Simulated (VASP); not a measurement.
Input of a VASP 6.6.1 run:

The input INCAR:

```
  PREC = Accurate
  ENCUT = 500
  EDIFF = 1E-6
  ISMEAR = 0
  SIGMA = 0.1
  LREAL = F
  LASPH = T
  NELM = 120
  ALGO = Normal
  ISIF = 2
  LWAVE = F
  LCHARG = F
  GGA = PE
  NBANDS = 23
  GGA_COMPAT = F
```

The input KPOINTS:

```
regular mesh
0
Gamma
  12 12 12
```

File POSCAR:

```
ZnSe3
1.0
   -2.7608832304      2.7608832304      2.7561299027
    2.7608832304     -2.7608832304      2.7561299027
    2.7608832304      2.7608832304     -2.7561299027
Zn Se
1 3
Direct
    0.5000000000      0.5000000000      0.0000000000
    0.5000000000      0.0000000000      0.5000000000
    0.0000000000      0.5000000000      0.5000000000
    0.0000000000      0.0000000000      0.0000000000
```

Potentials or basis: VASP PAW PBE potentials, release 64 (Zn, Se).

Command:

```bash
$ cat potpaw_PBE.64/Zn/POTCAR potpaw_PBE.64/Se/POTCAR > POTCAR
$ mpirun -np 1 vasp_std > vasp.out
```

What does it give for the band gap on the k mesh?

Zero (band 15 reaches 5.43 eV, above the bottom of band 16 at 3.03 eV).

Predict the pressure.

0.1 GPa.
